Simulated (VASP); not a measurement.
# Te2Mo in VASP: further runs, part 2 of 2

VASP 6.6.1.

## (5) Single point, PBE+D3(BJ)

File INCAR:

```
SYSTEM = Te2Mo
PREC = Accurate
ENCUT = 520
EDIFF = 1E-6
ISMEAR = 0
SIGMA = 0.02
LREAL = .False.
LASPH = .True.
NELM = 60
ALGO = Normal
ISIF = 2
LWAVE = .False.
LCHARG = .True.
LDIPOL = .True.
IDIPOL = 3
DIPOL = 0.5 0.5 0.500
GGA = PE
IVDW = 12
LELF = .True.
LVHAR = .True.
LVACPOTAV = .True.
NBANDS = 20
```

File KPOINTS:

```
regular mesh
0
Gamma
  9 9 1
  0 0 0
```

File POSCAR:

```
Te2Mo
1.0
    3.6910000000      0.0000000000      0.0000000000
   -1.8455000000      3.1964997654      0.0000000000
    0.0000000000      0.0000000000     33.2698832047
Te Mo
2 1
Direct
    0.3333333333      0.6666666667      0.4415988332
    0.3333333333      0.6666666667      0.5584011668
    0.6666666667      0.3333333333      0.5000000000
```

Potentials or basis: VASP PAW PBE potentials, release 64 (Te, Mo_sv).

Command:

```console
$ cat potpaw_PBE.64/Te/POTCAR potpaw_PBE.64/Mo_sv/POTCAR > POTCAR
$ mpirun -np 1 vasp_std > vasp.out
```

OUTCAR:

```text
SYSTEM = Te2Mo
   PREC = Accurate
   ENCUT = 520
   EDIFF = 1E-6
   ISMEAR = 0
   LREAL = .False.
   LASPH = .True.
   NELM = 60
   ISIF = 2
   GGA = PE
   IVDW = 12
 IVDW          = 12

 ion  position               nearest neighbor table
   1  0.333  0.667  0.442-   3 2.88   3 2.88   3 2.88
   2  0.333  0.667  0.558-   3 2.88   3 2.88   3 2.88
   3  0.667  0.333  0.500-   1 2.88   2 2.88   1 2.88   2 2.88   1 2.88   2 2.88

  LATTYP: Found a hexagonal cell.
 ALAT       =     3.6910000000
 C/A-ratio  =     9.0137857504

  Lattice vectors:

 A1 = (   3.6910000000,   0.0000000000,   0.0000000000)
 A2 = (  -1.8455000000,   3.1964997654,   0.0000000000)
 A3 = (   0.0000000000,   0.0000000000,  33.2698832047)

Analysis of symmetry for initial positions (statically):
=====================================================================
 Subroutine PRICEL returns:
 Original cell was already a primitive cell.

 Routine SETGRP: Setting up the symmetry group for a
 hexagonal supercell.

 Subroutine GETGRP returns: Found 12 space group operations
 (whereof 12 operations were pure point group operations)
 out of a pool of 24 trial point group operations.

The static configuration has the point symmetry D_3h.

Analysis of symmetry for dynamics (positions and initial velocities):
=====================================================================
 Subroutine PRICEL returns:
 Original cell was already a primitive cell.

 Routine SETGRP: Setting up the symmetry group for a
 hexagonal supercell.

 Subroutine GETGRP returns: Found 12 space group operations
 (whereof 12 operations were pure point group operations)
 out of a pool of 24 trial point group operations.

The dynamic configuration has the point symmetry D_3h.

 Subroutine INISYM returns: Found 12 space group operations
 (whereof 12 operations are pure point group operations),
 and found     1 'primitive' translations

----------------------------------------------------------------------------------------

                                     Primitive cell

  volume of cell :     392.5274

  direct lattice vectors                    reciprocal lattice vectors
     3.691000000  0.000000000  0.000000000     0.270929287  0.156421097  0.000000000
    -1.845500000  3.196499765  0.000000000     0.000000000  0.312842194  0.000000000
     0.000000000  0.000000000 33.269883205     0.000000000  0.000000000  0.030057214

  length of vectors
     3.691000000  3.691000000 33.269883205     0.312842194  0.312842194  0.030057214

  position of ions in fractional coordinates (direct lattice)
     0.333333333  0.666666667  0.441598833
     0.333333333  0.666666667  0.558401167
     0.666666667  0.333333333  0.500000000

  ion indices of the primitive-cell ions
   primitive index   ion index
                 1           1
                 2           2
                 3           3

----------------------------------------------------------------------------------------

 KPOINTS: regular mesh

Automatic generation of k-mesh.
 Grid dimensions read from file:
 generate k-points for:    9    9    1

 Generating k-lattice:

  Cartesian coordinates                     Fractional coordinates (reciprocal lattice)
     0.030103254  0.017380122  0.000000000     0.111111111  0.000000000  0.000000000
[... 25 lines left out ...]
  0.222222  0.222222  0.000000      6.000000
  0.333333  0.222222  0.000000     12.000000
  0.333333  0.333333  0.000000      2.000000
   k-points           NKPTS =     12   k-points in BZ     NKDIM =     12   number of bands    NBANDS=     20
   number of dos      NEDOS =    301   number of ions     NIONS =      3
   total plane-waves  NPLWV = 196000
   dimension x,y,z NGX =    28 NGY =   28 NGZ =  250
   dimension x,y,z NGXF=    56 NGYF=   56 NGZF=  500
   ions per type =               2   1
   NGX,Y,Z   is equivalent  to a cutoff of  12.61, 12.61, 12.49 a.u.
   NGXF,Y,Z  is equivalent  to a cutoff of  25.22, 25.22, 24.98 a.u.
 SYSTEM =  Te2Mo
   PREC   = accura    normal or accurate (medium, high low for compatibility)
   ISTART =      0    job   : 0-new  1-cont  2-samecut
   ICHARG =      2    charge: 1-file 2-atom 10-const
   ISPIN  =      1    spin polarized calculation?
   LNONCOLLINEAR =      F non collinear calculations
   LSORBIT =      F    spin-orbit coupling
   LASPH  =      T    aspherical Exc in radial PAW
   ENCUT  =  520.0 eV  38.22 Ry    6.18 a.u.   6.86  6.86 61.86*2*pi/ulx,y,z
   NELM   =     60;   NELMIN=  2; NELMDL= -5     # of ELM steps
   EDIFF  = 0.1E-05   stopping-criterion for ELM
   LREAL  =      F    real-space projection
   EDIFFG = 0.1E-04   stopping-criterion for IOM
   NSW    =      0    number of steps for IOM
   IBRION =     -1    ionic relax: 0-MD 1-quasi-New 2-CG
   NFREE  =      0    steps in history (QN), initial steepest desc. (CG)
   ISIF   =      2    stress and relaxation
   ISYM   =      2    0-nonsym 1-usesym 2-fastsym
   POTIM  = 0.5000    time-step for ionic-motion
   TEBEG  =    0.0;   TEEND  =   0.0 temperature during run
   PSTRESS=    0.0 pullay stress
   NELECT =      26.0000    total number of electrons
   NUPDOWN=      -1.0000    fix difference up-down
   EMIN   =  10.00;   EMAX   =-10.00  energy-range for DOS
   EFERMI =   0.00;   METHOD = LEGACY
   ISMEAR =     0;   SIGMA  =   0.02  broadening in eV -4-tet -1-fermi 0-gaus
   EFERMI_NEDOS =   21; number of points for ismear=-14 and -15
   IALGO  =     38    algorithm
   IMIX   =      4    mixing-type and parameters
     AMIX     =   0.40;   BMIX     =  1.00
     AMIX_MAG =   1.60;   BMIX_MAG =  1.00
  volume/ion in A,a.u.               =     130.84       882.97
  Fermi-wavevector in a.u.,A,eV,Ry     =   0.662383  1.251723  5.969576  0.438751
  Thomas-Fermi vector in A             =   1.735436
   LORBIT       =      0    0 simple, 1 ext, 2 COOP (PROOUT), +10 PAW based schemes
   GGA     = PE    functional components
   LHFCALC =     F    Hartree Fock is set to
   AEXX    =    0.0000 exact exchange contribution
   IVDW    =    12    specifies the selected vdW correction
   LEPSILON=     F    determine dielectric tensor
   LRPA    =     F    only Hartree local field effects (RPA)
 non-spin polarized calculation
 Gauss-broadening in eV      SIGMA  =   0.02
  energy-cutoff  :      520.00
  volume of cell :      392.53
 maximum number of plane-waves:     10610
 NGX is ok and might be reduce to    28
   NGX = 13   NGY = 13   NGZ =123

 dipolmoment           0.000000      0.000000      0.000000 electrons x Angstroem

 number of electron      26.0000001 magnetization

 dipolmoment           0.000000      0.000000     -0.000000 electrons x Angstroem

 Free energy of the ion-electron system (eV)
  ---------------------------------------------------
  ext. energy  EPLUGINS =         0.00000000
  ---------------------------------------------------
  free energy    TOTEN  =       -17.56141264 eV

  energy without entropy =      -17.56141264  energy(sigma->0) =      -17.56141264

 E-fermi :  -2.1494     XC(G=0):  -2.4976

 val. band max:       -2.3087677945   @ k =   0.3333   0.3333   0.0000
 cond. band min:      -1.3646000176   @ k =   0.3333   0.3333   0.0000
 fundamental gap:      0.9441677769
 Fermi energy:        -2.1494322966

 k-point     1 :       0.0000    0.0000    0.0000
  band No.  band energies     occupation
      1     -63.2776      2.00000
      2     -37.3500      2.00000
      3     -37.2803      2.00000
      4     -37.2803      2.00000
      5     -14.2268      2.00000
      6     -13.6136      2.00000
[... 265 lines left out ...]
     19       2.4268      0.00000
     20       4.5986      0.00000

------------------------ aborting loop because EDIFF is reached ----------------------------------------

 vacuum level on the upper side and lower side of the slab       (xc-potential included)        -0.135        -0.135

 Edisp (eV)   -1.19807

 E8    (eV) :    -0.5845

  FORCE on cell =-STRESS in cart. coord.  units (eV):
  Direction    XX          YY          ZZ          XY          YZ          ZX
  --------------------------------------------------------------------------------------
  -------------------------------------------------------------------------------------
  Total      -0.37183    -0.37183    -4.96493     0.00000     0.00000     0.00000
  in kB      -1.51769    -1.51769   -20.26534     0.00000     0.00000     0.00000
  external pressure =       -7.77 kB  Pullay stress =        0.00 kB

 VOLUME and BASIS-vectors are now :
 -----------------------------------------------------------------------------
  energy-cutoff  :      520.00
  volume of cell :      392.53
      direct lattice vectors                 reciprocal lattice vectors
     3.691000000  0.000000000  0.000000000     0.270929287  0.156421097  0.000000000
    -1.845500000  3.196499765  0.000000000     0.000000000  0.312842194  0.000000000
     0.000000000  0.000000000 33.269883205     0.000000000  0.000000000  0.030057214

 POSITION                                       TOTAL-FORCE (eV/Angst)
 -----------------------------------------------------------------------------------
     -0.00000      2.13100     14.69194         0.000000      0.000000      1.274810
     -0.00000      2.13100     18.57794         0.000000      0.000000     -1.274810
      1.84550      1.06550     16.63494         0.000000     -0.000000      0.000000
 -----------------------------------------------------------------------------------
    total drift:                               -0.000000      0.000000      0.000000

  FREE ENERGIE OF THE ION-ELECTRON SYSTEM (eV)
  ---------------------------------------------------
  free  energy   TOTEN  =       -18.7594783174 eV

  energy  without entropy=      -18.7594783174  energy(sigma->0) =      -18.75947832

 vacuum level on the upper side and lower side of the slab         2.450         2.450
```

stdout:

```text
POSCAR found type information on POSCAR TeMo
 POSCAR found :  2 types and       3 ions
 scaLAPACK will be used
 LDA part: xc-table for (Slater+PW92), standard interpolation
 POSCAR, INCAR and KPOINTS ok, starting setup
 FFT: planning ... GRIDC
 FFT: planning ... GRID_SOFT
 FFT: planning ... GRID
 WAVECAR not read
 entering main loop
```

It took 75 s on 1 thread of Intel Xeon 6975P-C (Granite Rapids), shared host; peak memory 0.48 GiB.

Results:

| Item | Value |
| --- | --- |
| Free energy | -18.7595 eV |
| Largest force | 1.275 eV/Å |
| Band gap on the k mesh | 0.94 eV, direct |
| Dispersion energy per atom | -0.399 eV |
| Ionisation potential of the upper face | 4.76 eV |

Forces on the atoms (eV/Å):
```
Te   0.000  0.000  1.275
Te   0.000  0.000 -1.275
Mo   0.000  0.000  0.000
```

Caveat: spin-orbit coupling is left out, which moves the levels of the heavy elements.
